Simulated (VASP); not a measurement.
# TiC (P1) in VASP: a series of runs

TiC is run at these levels: PBE; tasks: single point.

All numbers are computed with VASP 6.6.1; they aren't measurements. Logs are shortened: lines on timing, memory, paths and dates and some standing lists are left out, and cuts for length are marked.

### Step 1. The cell of the first run

The typed cell holds 16 atoms: a = 6.241 Å, b = 6.241 Å, c = 6.241 Å, α = 60.00°, β = 60.00°, γ = 60.00°.

### Step 2. Single point, PBE

INCAR

```
  ALGO = Normal
  EDIFF = 1E-6
  ENCUT = 520
  GGA = PE
  GGA_COMPAT = F
  ISIF = 2
  ISMEAR = -1
  ISYM = -1
  LASPH = T
  LCHARG = F
  LREAL = Auto
  LWAVE = F
  NBANDS = 78
  NELM = 120
  PREC = Accurate
  SIGMA = 0.1551
```

KPOINTS

```
explicit points
4
Reciprocal
  0.25000000   0.25000000   0.25000000 2
  0.25000000   0.25000000   0.75000000 2
  0.25000000   0.75000000   0.25000000 2
  0.25000000   0.75000000   0.75000000 2
```

POSCAR

```
TiC
1.0
   -4.4128842954      4.4128842954      0.0000000000
   -4.4128842954      0.0000000000      4.4128842954
    0.0000000000      4.4128842954      4.4128842954
Ti C
8 8
Direct
    0.0069173579     -0.0229055405     -0.0166382110
    0.5057624108     -0.0450546596      0.0253435152
   -0.0151800944      0.4450005639      0.0159032042
   -0.0311681637     -0.0380679594      0.5065504442
    0.4762909832      0.4930238036     -0.0030596769
    0.4842198111     -0.0312473636      0.4756648621
    0.0108559384      0.4636153733      0.4717739829
    0.5186906900      0.4736206209      0.4719591226
    0.7689737081      0.7101505025      0.7218945222
    0.2354716168      0.7239147429      0.7709506464
    0.7447659580      0.1755226170      0.7839827125
    0.7564208070      0.7232223386      0.2602784082
    0.2547646674      0.2192960285      0.7634537356
    0.2842865156      0.7126347054      0.2219121179
    0.7362391086      0.1985198209      0.2835558143
    0.2520316477      0.2041906018      0.2574954211
```

Potentials or basis: VASP PAW PBE potentials, release 64 (Ti_sv, C).

Launch:

```console
$ cat potpaw_PBE.64/Ti_sv/POTCAR potpaw_PBE.64/C/POTCAR > POTCAR
$ mpirun -np 1 vasp_std > vasp.out
```

OUTCAR:

```text
EDIFF = 1E-6
   ENCUT = 520
   GGA = PE
   ISIF = 2
   ISMEAR = -1
   ISYM = -1
   LASPH = T
   LREAL = Auto
   NELM = 120
   PREC = Accurate

 ion  position               nearest neighbor table
   1  0.007  0.977  0.983-  11 2.06  10 2.06  13 2.17  12 2.23  14 2.28  15 2.32
   2  0.506  0.955  0.025-  11 2.03  14 2.06  16 2.13  12 2.14  13 2.26   9 2.43   6 2.79   8 2.90

   3  0.985  0.445  0.016-  13 2.12  15 2.19  16 2.25   9 2.26  12 2.32  10 2.34   8 2.88
   4  0.969  0.962  0.507-   9 2.00  15 2.01  11 2.18  16 2.32  10 2.35  14 2.38
   5  0.476  0.493  0.997-  14 1.97  10 2.06   9 2.27  16 2.27  11 2.36  15 2.42
   6  0.484  0.969  0.476-  16 1.99  12 2.05  15 2.15  10 2.20   9 2.35  13 2.39   2 2.79
   7  0.011  0.464  0.472-  12 2.07  16 2.10   9 2.19  14 2.31  13 2.37  11 2.46
   8  0.519  0.474  0.472-  15 2.07  14 2.14  12 2.16  13 2.30  11 2.40  10 2.43   3 2.88   2 2.90

   9  0.769  0.710  0.722-   4 2.00   7 2.19   3 2.26   5 2.27   6 2.35   2 2.43
  10  0.235  0.724  0.771-   1 2.06   5 2.06   6 2.20   3 2.34   4 2.35   8 2.43
  11  0.745  0.176  0.784-   2 2.03   1 2.06   4 2.18   5 2.36   8 2.40   7 2.46
  12  0.756  0.723  0.260-   6 2.05   7 2.07   2 2.14   8 2.16   1 2.23   3 2.32
  13  0.255  0.219  0.763-   3 2.12   1 2.17   2 2.26   8 2.30   7 2.37   6 2.39
  14  0.284  0.713  0.222-   5 1.97   2 2.06   8 2.14   1 2.28   7 2.31   4 2.38
  15  0.736  0.199  0.284-   4 2.01   8 2.07   6 2.15   3 2.19   1 2.32   5 2.42
  16  0.252  0.204  0.257-   6 1.99   7 2.10   2 2.13   3 2.25   5 2.27   4 2.32

IMPORTANT INFORMATION: All symmetrisations will be switched off!
NOSYMM: (Re-)initialisation of all symmetry stuff for point group C_1.

----------------------------------------------------------------------------------------

                                     Primitive cell

  volume of cell :     171.8690

  direct lattice vectors                    reciprocal lattice vectors
    -4.412884295  4.412884295  0.000000000    -0.113304580  0.113304580 -0.113304580
    -4.412884295  0.000000000  4.412884295    -0.113304580 -0.113304580  0.113304580
     0.000000000  4.412884295  4.412884295     0.113304580  0.113304580  0.113304580

  length of vectors
     6.240760820  6.240760820  6.240760820     0.196249289  0.196249289  0.196249289

  position of ions in fractional coordinates (direct lattice)
     0.006917358  0.977094460  0.983361789
     0.505762411  0.954945340  0.025343515
     0.984819906  0.445000564  0.015903204
     0.968831836  0.961932041  0.506550444
     0.476290983  0.493023804  0.996940323
     0.484219811  0.968752636  0.475664862
[... 8 lines left out ...]
     0.736239109  0.198519821  0.283555814
     0.252031648  0.204190602  0.257495421

  ion indices of the primitive-cell ions
   primitive index   ion index
                 1           1
                 2           2
                 3           3
                 4           4
                 5           5
                 6           6
[... 8 lines left out ...]
                15          15
                16          16

----------------------------------------------------------------------------------------

 KPOINTS: explicit points

Read explicit list of k-points.

 Found      4 k-points:

 Following reciprocal coordinates:
            Coordinates               Weight
  0.250000  0.250000  0.250000      0.250000
  0.250000  0.250000  0.750000      0.250000
  0.250000  0.750000  0.250000      0.250000
  0.250000  0.750000  0.750000      0.250000
   k-points           NKPTS =      4   k-points in BZ     NKDIM =      4   number of bands    NBANDS=     78
   number of dos      NEDOS =    301   number of ions     NIONS =     16
   total plane-waves  NPLWV = 110592
   dimension x,y,z NGX =    48 NGY =   48 NGZ =   48
   dimension x,y,z NGXF=    96 NGYF=   96 NGZF=   96
   ions per type =               8   8
   NGX,Y,Z   is equivalent  to a cutoff of  12.79, 12.79, 12.79 a.u.
   NGXF,Y,Z  is equivalent  to a cutoff of  25.57, 25.57, 25.57 a.u.
 SYSTEM =  unknown system
   PREC   = accura    normal or accurate (medium, high low for compatibility)
   ISTART =      0    job   : 0-new  1-cont  2-samecut
   ICHARG =      2    charge: 1-file 2-atom 10-const
   ISPIN  =      1    spin polarized calculation?
   LNONCOLLINEAR =      F non collinear calculations
   LSORBIT =      F    spin-orbit coupling
   LASPH  =      T    aspherical Exc in radial PAW
   ENCUT  =  520.0 eV  38.22 Ry    6.18 a.u.  11.60 11.60 11.60*2*pi/ulx,y,z
   NELM   =    120;   NELMIN=  2; NELMDL= -5     # of ELM steps
   EDIFF  = 0.1E-05   stopping-criterion for ELM
   LREAL  =      T    real-space projection
   EDIFFG = 0.1E-04   stopping-criterion for IOM
   NSW    =      0    number of steps for IOM
   IBRION =     -1    ionic relax: 0-MD 1-quasi-New 2-CG
   NFREE  =      0    steps in history (QN), initial steepest desc. (CG)
   ISIF   =      2    stress and relaxation
   ISYM   =     -1    0-nonsym 1-usesym 2-fastsym
   POTIM  = 0.5000    time-step for ionic-motion
   TEBEG  =    0.0;   TEEND  =   0.0 temperature during run
   PSTRESS=    0.0 pullay stress
   NELECT =     128.0000    total number of electrons
   NUPDOWN=      -1.0000    fix difference up-down
   EMIN   =  10.00;   EMAX   =-10.00  energy-range for DOS
   EFERMI =   0.00;   METHOD = LEGACY
   ISMEAR =    -1;   SIGMA  =   0.16  broadening in eV -4-tet -1-fermi 0-gaus
   EFERMI_NEDOS =   21; number of points for ismear=-14 and -15
   IALGO  =     38    algorithm
   IMIX   =      4    mixing-type and parameters
     AMIX     =   0.40;   BMIX     =  1.00
     AMIX_MAG =   1.60;   BMIX_MAG =  1.00
  volume/ion in A,a.u.               =      10.74        72.49
  Fermi-wavevector in a.u.,A,eV,Ry     =   1.483926  2.804214 29.960529  2.202037
  Thomas-Fermi vector in A             =   2.597527
   LORBIT       =      0    0 simple, 1 ext, 2 COOP (PROOUT), +10 PAW based schemes
   GGA     = PE    functional components
   LHFCALC =     F    Hartree Fock is set to
   AEXX    =    0.0000 exact exchange contribution
   IVDW    =     0    specifies the selected vdW correction
   LEPSILON=     F    determine dielectric tensor
   LRPA    =     F    only Hartree local field effects (RPA)
 non-spin polarized calculation
  energy-cutoff  :      520.00
  volume of cell :      171.87
 maximum number of plane-waves:      4654
 NGX is ok and might be reduce to    48
   NGX = 23   NGY = 23   NGZ = 23

 number of electron     128.0000003 magnetization

 Free energy of the ion-electron system (eV)
  ---------------------------------------------------
  ext. energy  EPLUGINS =         0.00000000
  ---------------------------------------------------
  free energy    TOTEN  =      -146.42089569 eV

  energy without entropy =     -146.17603435  energy(sigma->0) =     -146.29846502

 E-fermi :   8.7410     XC(G=0): -12.3795

 val. band max:        8.5713764985   @ k =   0.2500   0.2500   0.2500
 cond. band min:       8.9780747262   @ k =   0.2500   0.2500   0.2500
 fundamental gap:      0.4066982277
 Fermi energy:         8.7410480373

 k-point     1 :       0.2500    0.2500    0.2500
  band No.  band energies     occupation
      1     -48.0473      2.00000
      2     -48.0222      2.00000
      3     -48.0065      2.00000
      4     -47.8293      2.00000
      5     -47.8044      2.00000
      6     -47.7814      2.00000
[... 68 lines left out ...]
     75      11.3395      0.00000
     76      11.4857      0.00000

 k-point     2 :       0.2500    0.2500    0.7500
  band No.  band energies     occupation
      1     -48.0431      2.00000
      2     -48.0228      2.00000
      3     -48.0085      2.00000
      4     -47.8270      2.00000
      5     -47.8041      2.00000
      6     -47.7807      2.00000
[... 68 lines left out ...]
     75      11.3103      0.00000
     76      11.3456      0.00000

 k-point     3 :       0.2500    0.7500    0.2500
  band No.  band energies     occupation
      1     -48.0452      2.00000
      2     -48.0221      2.00000
      3     -48.0065      2.00000
      4     -47.8231      2.00000
      5     -47.8115      2.00000
      6     -47.7823      2.00000
[... 68 lines left out ...]
     75      11.2468      0.00000
     76      11.3343      0.00000

 k-point     4 :       0.2500    0.7500    0.7500
  band No.  band energies     occupation
      1     -48.0426      2.00000
      2     -48.0236      2.00000
      3     -48.0084      2.00000
      4     -47.8226      2.00000
      5     -47.8099      2.00000
      6     -47.7808      2.00000
[... 68 lines left out ...]
     75      11.3184      0.00000
     76      11.3516      0.00000
 [bands above 76 left out]

------------------------ aborting loop because EDIFF is reached ----------------------------------------

  FORCE on cell =-STRESS in cart. coord.  units (eV):
  Direction    XX          YY          ZZ          XY          YZ          ZX
  --------------------------------------------------------------------------------------
  -------------------------------------------------------------------------------------
  Total       -7.7766815     -4.4283085     -2.4699713      2.0294422     -1.5791457      1.0674842
  in kB      -72.4948702    -41.2810595    -23.0252773     18.9186290    -14.7209273      9.9511765
  external PRESSURE =     -45.6004024 kB  Pullay stress =       0.0000000 kB

 VOLUME and BASIS-vectors are now :
 -----------------------------------------------------------------------------
  energy-cutoff  :      520.00
  volume of cell :      171.87
      direct lattice vectors                 reciprocal lattice vectors
    -4.412884295  4.412884295  0.000000000    -0.113304580  0.113304580 -0.113304580
    -4.412884295  0.000000000  4.412884295    -0.113304580 -0.113304580  0.113304580
     0.000000000  4.412884295  4.412884295     0.113304580  0.113304580  0.113304580

 POSITION                                       TOTAL-FORCE (eV/Angst)
 -----------------------------------------------------------------------------------
     -4.34233      4.36999      8.65127         0.710957      0.525817     -0.168785
     -6.44593      2.34371      4.32590        -0.763481     -2.436108     -1.285815
     -6.30963      4.41608      2.03391        -1.721023     -0.417012     -1.156060
     -8.52024      6.51069      6.48024        -0.801235      2.145738     -0.058577
     -4.27747      6.50120      6.57504        -0.540760      0.646392     -2.642507
     -6.41180      4.23586      6.37405         0.041163      3.129484      2.352203
[... 8 lines left out ...]
     -4.12498      4.50024      2.12734        -1.985706     -1.399339     -0.463216
     -2.01326      2.24848      2.03737        -0.115686     -1.319344      0.246914
 -----------------------------------------------------------------------------------
    total drift:                               -0.024621      0.025808     -0.007092

  FREE ENERGIE OF THE ION-ELECTRON SYSTEM (eV)
  ---------------------------------------------------
  free  energy   TOTEN  =      -146.4208956891 eV

  energy  without entropy=     -146.1760343478  energy(sigma->0) =     -146.29846502
```

Wall time 2.5 min (1 thread of Intel Xeon Platinum 8259CL at 2.50GHz (Skylake/Cascade Lake), shared host); peak memory 0.32 GiB.

Results:

* Free energy: -146.4209 eV
* Pressure: -4.6 GPa
* Largest force: 3.915 eV/Å
* Band gap on the k mesh: 0.41 eV

Forces on the atoms (eV/Å):
```
Ti   0.711  0.526 -0.169
Ti  -0.763 -2.436 -1.286
Ti  -1.721 -0.417 -1.156
Ti  -0.801  2.146 -0.059
Ti  -0.541  0.646 -2.643
Ti   0.041  3.129  2.352
Ti   0.271  1.681  1.925
Ti   2.991  1.046  1.261
C    1.670  0.655  0.963
C   -0.470 -0.377 -1.305
C   -2.382 -1.771  0.044
C    0.867 -0.856 -1.354
C    0.134 -1.047 -0.179
C    2.094 -0.206  1.821
C   -1.986 -1.399 -0.463
C   -0.116 -1.319  0.247
```

Caveat: the cell stands under tension; the atoms stand as in a frame of molecular dynamics; a shifted mesh leaves out Γ, where band edges can lie; forces of over 1 eV/Å act on the atoms, so gaps and moduli don't describe the material at rest. A k mesh can miss the band edges.

### Step 3. Single point, PBE

INCAR

```
  PREC = Accurate
  ENCUT = 520
  EDIFF = 1E-6
  ISMEAR = -1
  SIGMA = 0.1551
  LREAL = Auto
  LASPH = T
  NELM = 120
  ALGO = Normal
  ISIF = 2
  LWAVE = F
  LCHARG = F
  GGA = PE
  NBANDS = 78
  GGA_COMPAT = F
  ISYM = -1
```

KPOINTS is that of step 2.

POSCAR

```
TiC
1.0
   -4.4128842954      4.4128842954      0.0000000000
   -4.4128842954      0.0000000000      4.4128842954
    0.0000000000      4.4128842954      4.4128842954
Ti C
8 8
Direct
    0.0057940563     -0.0653811613     -0.0114742415
    0.5110566806     -0.0746332734     -0.0177831538
   -0.0129958087      0.4021741521      0.0205801906
    0.0500621555     -0.0894336841      0.4710299117
    0.4692086539      0.4321016307     -0.0010767334
    0.5451901385     -0.1196022748      0.4961838683
   -0.0158124472      0.4113385665      0.5225705787
    0.5092484528      0.3943845756      0.4636139004
    0.7460094758      0.6528672195      0.7612924507
    0.2653688431      0.6879879002      0.7536596877
    0.7444005508      0.1787954198      0.7329567882
    0.7670411852      0.6238511630      0.2257824890
    0.2607755887      0.1571605901      0.7186094825
    0.2543006852      0.7014597014      0.2136998020
    0.7734468596      0.1828195452      0.2157358853
    0.2386041486      0.1533136730      0.2575697489
```

Potentials or basis: VASP PAW PBE potentials, release 64 (Ti_sv, C).

Launch:

```console
$ cat potpaw_PBE.64/Ti_sv/POTCAR potpaw_PBE.64/C/POTCAR > POTCAR
$ mpirun -np 1 vasp_std > vasp.out
```

It took 2.6 min on 1 thread of Intel Xeon Platinum 8259CL at 2.50GHz (Skylake/Cascade Lake), shared host; peak memory 0.32 GiB.

Results (log left out):

| Quantity | Value |
| --- | --- |
| Free energy | -146.1786 eV |
| Pressure | -2.8 GPa |
| Largest force | 4.402 eV/Å |
| Band gap on the k mesh | 0.47 eV |

Forces on the atoms (eV/Å):
```
Ti   0.523 -0.589 -1.536
Ti  -0.104  0.153 -0.510
Ti  -3.106 -0.747 -2.025
Ti   2.394 -0.333  1.416
Ti  -0.706  0.471 -0.980
Ti   0.611 -1.934  1.070
Ti  -0.517 -0.315 -1.403
Ti  -0.862  1.246  1.962
C   -0.973 -0.589 -0.899
C    0.912 -1.138 -1.324
C    0.550  0.817 -0.098
C   -1.017 -0.065  4.282
C   -0.361  0.467  0.822
C    1.866  1.676 -0.429
C    3.388  0.700  0.225
C   -2.599  0.180 -0.574
```

Stress tensor (GPa, compression positive):
```
-0.79  2.62  1.52
 2.62 -5.85 -2.12
 1.52 -2.12 -1.70
```

Levels at points of the mesh, in eV from the valence-band top:
| k point | band 60 | band 61 | band 62 | band 63 | band 64 | band 65 | band 66 | band 67 | band 68 | band 69 |
| --- | --- | --- | --- | --- | --- | --- | --- | --- | --- | --- |
| (0.25, 0.25, 0.25) | -0.69 | -0.57 | -0.47 | -0.10 | 0.00 | 0.47 | 0.76 | 0.96 | 1.35 | 1.40 |

Caveat: the atoms stand as in a frame of molecular dynamics; a shifted mesh leaves out Γ, where band edges can lie; forces of over 1 eV/Å act on the atoms, so gaps and moduli don't describe the material at rest. A k mesh can miss the band edges.

(Continued in part 2 of 2.)
